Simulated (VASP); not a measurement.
# AlNi in VASP: a series of runs

AlNi is run at these levels: LDA; tasks: single point.

All numbers are computed with VASP 6.6.1; they aren't measurements. Logs are shortened: lines on timing, memory, paths and dates and some standing lists are left out, and cuts for length are marked.

## Step 1: The cell of the first run

The cell holds a slab with vacuum, 14 atoms: a = 2.833 Å, b = 4.006 Å, c = 27.018 Å, α = 90.00°, β = 90.00°, γ = 90.00°.

## Step 2: Single point, LDA

Input file INCAR:

```
SYSTEM = AlNi
PREC = Accurate
ENCUT = 520
EDIFF = 1E-6
ISMEAR = 0
SIGMA = 0.1
LREAL = .False.
LASPH = .True.
NELM = 100
ALGO = Fast
ISIF = 2
LWAVE = .False.
LCHARG = .False.
LDIPOL = .True.
IDIPOL = 3
DIPOL = 0.5 0.5 0.500
GGA = CA
NBANDS = 58
```

Input file KPOINTS:

```
Automatic mesh
0
Gamma
  12 9 1
  0 0 0
```

Input file POSCAR:

```
AlNi
1.0
    2.8326165062      0.0000000000      0.0000000000
    0.0000000000      4.0059246800      0.0000000000
    0.0000000000      0.0000000000     27.0177740401
Al Ni
7 7
Direct
    0.0000000000      0.5000000000      0.2775950376
    0.0000000000      0.0000000000      0.3517300251
    0.0000000000      0.5000000000      0.4258650125
    0.0000000000      0.0000000000      0.5000000000
    0.0000000000      0.5000000000      0.5741349875
    0.0000000000      0.0000000000      0.6482699749
    0.0000000000      0.5000000000      0.7224049624
    0.5000000000      0.0000000000      0.2775950376
    0.5000000000      0.5000000000      0.3517300251
    0.5000000000      0.0000000000      0.4258650125
    0.5000000000      0.5000000000      0.5000000000
    0.5000000000      0.0000000000      0.5741349875
    0.5000000000      0.5000000000      0.6482699749
    0.5000000000      0.0000000000      0.7224049624
```

Potentials or basis: VASP PAW LDA potentials, release 64 (Al, Ni).

Launch:

```bash
$ cat potpaw_LDA.64/Al/POTCAR potpaw_LDA.64/Ni/POTCAR > POTCAR
$ mpirun -np 1 vasp_std > vasp.out
```

OUTCAR:

```text
SYSTEM = AlNi
   PREC = Accurate
   ENCUT = 520
   EDIFF = 1E-6
   ISMEAR = 0
   LREAL = .False.
   LASPH = .True.
   NELM = 100
   ISIF = 2
   GGA = CA

 ion  position               nearest neighbor table
   1  0.000  0.500  0.278-   8 2.45   8 2.45   8 2.45   8 2.45   9 2.45   9 2.45   2 2.83   2 2.83

   2  0.000  0.000  0.352-  10 2.45  10 2.45   9 2.45   9 2.45   9 2.45   9 2.45   8 2.45   8 2.45
                             3 2.83   3 2.83   1 2.83   1 2.83
   3  0.000  0.500  0.426-   9 2.45   9 2.45  10 2.45  10 2.45  10 2.45  10 2.45  11 2.45  11 2.45
                             2 2.83   2 2.83   4 2.83   4 2.83
   4  0.000  0.000  0.500-  11 2.45  11 2.45  11 2.45  11 2.45  10 2.45  12 2.45  12 2.45  10 2.45
                             3 2.83   3 2.83   5 2.83   5 2.83
   5  0.000  0.500  0.574-  13 2.45  13 2.45  12 2.45  12 2.45  12 2.45  12 2.45  11 2.45  11 2.45
                             6 2.83   6 2.83   4 2.83   4 2.83
   6  0.000  0.000  0.648-  12 2.45  12 2.45  13 2.45  13 2.45  13 2.45  13 2.45  14 2.45  14 2.45
                             5 2.83   5 2.83   7 2.83   7 2.83
   7  0.000  0.500  0.722-  14 2.45  14 2.45  14 2.45  14 2.45  13 2.45  13 2.45   6 2.83   6 2.83

   8  0.500  0.000  0.278-   1 2.45   1 2.45   1 2.45   1 2.45   2 2.45   2 2.45   9 2.83   9 2.83

   9  0.500  0.500  0.352-   3 2.45   3 2.45   2 2.45   2 2.45   2 2.45   2 2.45   1 2.45   1 2.45
                            10 2.83  10 2.83   8 2.83   8 2.83
  10  0.500  0.000  0.426-   2 2.45   2 2.45   3 2.45   3 2.45   3 2.45   3 2.45   4 2.45   4 2.45
                             9 2.83   9 2.83  11 2.83  11 2.83
  11  0.500  0.500  0.500-   4 2.45   4 2.45   4 2.45   4 2.45   3 2.45   5 2.45   5 2.45   3 2.45
                            12 2.83  10 2.83  10 2.83  12 2.83
  12  0.500  0.000  0.574-   6 2.45   6 2.45   5 2.45   5 2.45   5 2.45   5 2.45   4 2.45   4 2.45
                            13 2.83  13 2.83  11 2.83  11 2.83
  13  0.500  0.500  0.648-   5 2.45   5 2.45   6 2.45   6 2.45   6 2.45   6 2.45   7 2.45   7 2.45
                            12 2.83  12 2.83  14 2.83  14 2.83
  14  0.500  0.000  0.722-   7 2.45   7 2.45   7 2.45   7 2.45   6 2.45   6 2.45  13 2.83  13 2.83

  LATTYP: Found a simple orthorhombic cell.
 ALAT       =     2.8326165062
 B/A-ratio  =     1.4142135623
 C/A-ratio  =     9.5380980733

  Lattice vectors:

 A1 = (   2.8326165062,   0.0000000000,   0.0000000000)
 A2 = (   0.0000000000,   4.0059246800,   0.0000000000)
 A3 = (   0.0000000000,   0.0000000000,  27.0177740401)

Analysis of symmetry for initial positions (statically):
=====================================================================
 Subroutine PRICEL returns:
 Original cell was already a primitive cell.

 Routine SETGRP: Setting up the symmetry group for a
 simple orthorhombic supercell.

[... 171 lines left out ...]
   LEPSILON=     F    determine dielectric tensor
   LRPA    =     F    only Hartree local field effects (RPA)
 non-spin polarized calculation
 RMM-DIIS sequential band-by-band and
 Gauss-broadening in eV      SIGMA  =   0.10
  energy-cutoff  :      520.00
  volume of cell :      306.58
 maximum number of plane-waves:      8302
 NGX is ok and might be reduce to    24
   NGX = 11   NGY = 15   NGZ =101

 dipolmoment           0.000000      0.000000     -0.000000 electrons x Angstroem

 number of electron      90.9999958 magnetization

 dipolmoment           0.000000      0.000000      0.000000 electrons x Angstroem

 Free energy of the ion-electron system (eV)
  ---------------------------------------------------
  ext. energy  EPLUGINS =         0.00000000
  ---------------------------------------------------
  free energy    TOTEN  =       -82.56477944 eV

  energy without entropy =      -82.53239944  energy(sigma->0) =      -82.54858944

 E-fermi :   2.9743     XC(G=0):  -7.2953

 val. band max:        2.9662156744   @ k =   0.2500   0.0000   0.0000
 cond. band min:       2.9799771622   @ k =   0.1667   0.0000   0.0000
 fundamental gap:      0.0137614878
 Fermi energy:         2.9743118689

 k-point     1 :       0.0000    0.0000    0.0000
  band No.  band energies     occupation
      1      -8.3058      2.00000
      2      -7.7454      2.00000
      3      -6.8767      2.00000
      4      -5.7720      2.00000
      5      -4.4790      2.00000
      6      -3.2117      2.00000
[... 1429 lines left out ...]
     56       8.0462      0.00000
     57       8.8871      0.00000

 [... further k-points ...]

 [bands above 57 left out]

------------------------ aborting loop because EDIFF is reached ----------------------------------------

 vacuum level on the upper side and lower side of the slab       (xc-potential included)        -0.098        -0.098

  FORCE on cell =-STRESS in cart. coord.  units (eV):
  Direction    XX          YY          ZZ          XY          YZ          ZX
  --------------------------------------------------------------------------------------
  -------------------------------------------------------------------------------------
  Total       -5.2606428     -3.6176942     -0.6708006      0.0000000      0.0000000      0.0000000
  in kB      -27.4921858    -18.9061154     -3.5056123      0.0000000      0.0000000      0.0000000
  external PRESSURE =     -16.6346378 kB  Pullay stress =       0.0000000 kB

 VOLUME and BASIS-vectors are now :
 -----------------------------------------------------------------------------
  energy-cutoff  :      520.00
  volume of cell :      306.58
      direct lattice vectors                 reciprocal lattice vectors
     2.832616506  0.000000000  0.000000000     0.353030492  0.000000000  0.000000000
     0.000000000  4.005924680  0.000000000     0.000000000  0.249630255  0.000000000
     0.000000000  0.000000000 27.017774040     0.000000000  0.000000000  0.037012672

 POSITION                                       TOTAL-FORCE (eV/Angst)
 -----------------------------------------------------------------------------------
      0.00000      2.00296      7.50000        -0.000000     -0.000000     -0.571425
      0.00000      0.00000      9.50296         0.000000     -0.000000     -0.416475
      0.00000      2.00296     11.50592         0.000000      0.000000     -0.000881
      0.00000      0.00000     13.50889         0.000000     -0.000000      0.000000
      0.00000      2.00296     15.51185         0.000000     -0.000000      0.000881
      0.00000      0.00000     17.51481         0.000000     -0.000000      0.416475
      0.00000      2.00296     19.51777         0.000000     -0.000000      0.571425
      1.41631      0.00000      7.50000         0.000000     -0.000000      0.736190
      1.41631      2.00296      9.50296         0.000000     -0.000000      0.284004
      1.41631      0.00000     11.50592         0.000000     -0.000000     -0.060335
      1.41631      2.00296     13.50889         0.000000     -0.000000      0.000000
      1.41631      0.00000     15.51185         0.000000      0.000000      0.060335
      1.41631      2.00296     17.51481         0.000000     -0.000000     -0.284004
      1.41631      0.00000     19.51777         0.000000     -0.000000     -0.736190
 -----------------------------------------------------------------------------------
    total drift:                                0.000000      0.000000     -0.000000

  FREE ENERGIE OF THE ION-ELECTRON SYSTEM (eV)
  ---------------------------------------------------
  free  energy   TOTEN  =       -82.5647794361 eV

  energy  without entropy=      -82.5323994377  energy(sigma->0) =      -82.54858944

 vacuum level on the upper side and lower side of the slab         8.028         8.028
```

stdout:

```text
POSCAR found type information on POSCAR AlNi
 POSCAR found :  2 types and      14 ions
 scaLAPACK will be used
 LDA part: xc-table for (Slater(with rela. corr.)+CA(PZ))
 , standard interpolation
 POSCAR, INCAR and KPOINTS ok, starting setup
 FFT: planning ... GRIDC
 FFT: planning ... GRID_SOFT
 FFT: planning ... GRID
 WAVECAR not read
 entering main loop
```

Wall time 13 min (1 thread of AMD EPYC 9R45 (Zen 5), shared host); peak memory 0.54 GiB.

What came out:

```yaml
Free_energy: -82.5648 eV
Largest_force: 0.736 eV/Å
Band_gap_on_the_k_mesh: zero (an odd number of electrons rules out a gap without spin polarisation)
```

Forces in eV/Å, atoms in the order of the input:
```
Al   0.000  0.000 -0.571
Al   0.000  0.000 -0.416
Al   0.000  0.000 -0.001
Al   0.000  0.000  0.000
Al   0.000  0.000  0.001
Al   0.000  0.000  0.416
Al   0.000  0.000  0.571
Ni   0.000  0.000  0.736
Ni   0.000  0.000  0.284
Ni   0.000  0.000 -0.060
Ni   0.000  0.000  0.000
Ni   0.000  0.000  0.060
Ni   0.000  0.000 -0.284
Ni   0.000  0.000 -0.736
```

Spin polarisation is off, so any magnetic state and its effect on volume and gap are missing.

## Step 3: Single point, LDA

Input file INCAR:

```
PREC = Accurate
ENCUT = 520
EDIFF = 1E-6
ISMEAR = 0
SIGMA = 0.1
LREAL = F
LASPH = T
NELM = 60
ALGO = Normal
ISIF = 2
LWAVE = F
LCHARG = T
LDIPOL = T
IDIPOL = 3
DIPOL = 0.5 0.5 0.500
LELF = T
LVHAR = T
LVACPOTAV = T
NBANDS = 58
```

Input file KPOINTS:

```
Automatic mesh
0
Gamma
  12 9 1
```

Input file POSCAR:

```
AlNi
1.0
    2.8326165062      0.0000000000      0.0000000000
    0.0000000000      4.0059246800      0.0000000000
    0.0000000000      0.0000000000     27.0177740401
Al Ni
7 7
Direct
    0.0000000000      0.5000000000      0.2745696137
    0.0000000000      0.0000000000      0.3515420051
    0.0000000000      0.5000000000      0.4260338511
    0.0000000000      0.0000000000      0.4999999997
    0.0000000000      0.5000000000      0.5739661487
    0.0000000000      0.0000000000      0.6484579947
    0.0000000000      0.5000000000      0.7254303863
    0.5000000000      0.0000000000      0.2817682764
    0.5000000000      0.5000000000      0.3524305307
    0.5000000000      0.0000000000      0.4253029345
    0.5000000000      0.5000000000      0.4999999983
    0.5000000000      0.0000000000      0.5746970658
    0.5000000000      0.5000000000      0.6475694696
    0.5000000000      0.0000000000      0.7182317253
```

Potentials or basis: VASP PAW LDA potentials, release 64 (Al, Ni).

Launch:

```bash
$ cat potpaw_LDA.64/Al/POTCAR potpaw_LDA.64/Ni/POTCAR > POTCAR
$ mpirun -np 1 vasp_std > vasp.out
```

It took 34 min on 1 thread of Intel Xeon 8259CL, shared host; peak memory 0.6 GiB.

The run converged. Its results:

| Property | Result |
| --- | --- |
| Free energy | -82.7036 eV |
| Largest force | 0.032 eV/Å |
| Band gap on the k mesh | zero (an odd number of electrons rules out a gap without spin polarisation) |

Forces in eV/Å, atoms in the order of the input:
```
Al   0.000  0.000 -0.001
Al   0.000  0.000  0.009
Al   0.000  0.000  0.003
Al   0.000  0.000  0.000
Al   0.000  0.000 -0.003
Al   0.000  0.000 -0.009
Al   0.000  0.000  0.001
Ni   0.000  0.000 -0.032
Ni   0.000  0.000 -0.006
Ni   0.000  0.000  0.006
Ni   0.000  0.000  0.000
Ni   0.000  0.000 -0.006
Ni   0.000  0.000  0.006
Ni   0.000  0.000  0.032
```

Levels at points of the mesh, in eV from the Fermi level:
| k point | band 43 | band 44 | band 45 | band 46 | band 47 | band 48 |
| --- | --- | --- | --- | --- | --- | --- |
| (0.00, 0.00, 0.00) | -1.35 | -1.29 | -0.67 | 0.13 | 1.14 | 1.94 |
| (0.50, 0.00, 0.00) | -0.52 | -0.35 | -0.12 | 0.51 | 0.52 | 1.52 |

Spin polarisation is off, so any magnetic state and its effect on volume and gap are missing.
